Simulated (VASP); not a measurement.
Input of a VASP 6.6.1 run:

Contents of INCAR:

```
PREC = Accurate
ENCUT = 520
EDIFF = 1E-7
ISMEAR = -1
SIGMA = 0.08
LREAL = False
LASPH = True
NELM = 150
ALGO = Normal
ISIF = 2
LWAVE = False
LCHARG = False
ISPIN = 2
MAGMOM = 2.5 0
LORBIT = 11
LMAXMIX = 4
GGA = PS
NBANDS = 22
```

KPOINTS

```
regular mesh
0
Gamma
  14 14 14
```

POSCAR

```
FeGe
1.0
    0.0000000000      2.3135482818      2.3135482818
    2.3135482818      0.0000000000      2.3135482818
    2.3135482818      2.3135482818      0.0000000000
Fe Ge
1 1
Direct
    0.0000000000      0.0000000000      0.0000000000
    0.5000000000      0.5000000000      0.5000000000
```

Potentials or basis: VASP PAW PBE potentials, release 64 (Fe, Ge_d).

Run with:

```console
$ cat potpaw_PBE.64/Fe/POTCAR potpaw_PBE.64/Ge_d/POTCAR > POTCAR
$ mpirun -np 1 vasp_std > vasp.out
```

**Question.** What does it give for the site moments?

**Answer.** Fe +0.84; Ge -0.05 μB.

**Question.** Estimate the pressure.

**Answer.** 17.3 GPa.

**Question.** What does it give for the net moment?

**Answer.** 0.78 μB per cell.

Caveat: the cell stands under pressure; the PAW data sets were made with another functional, which shifts forces and pressure a little.
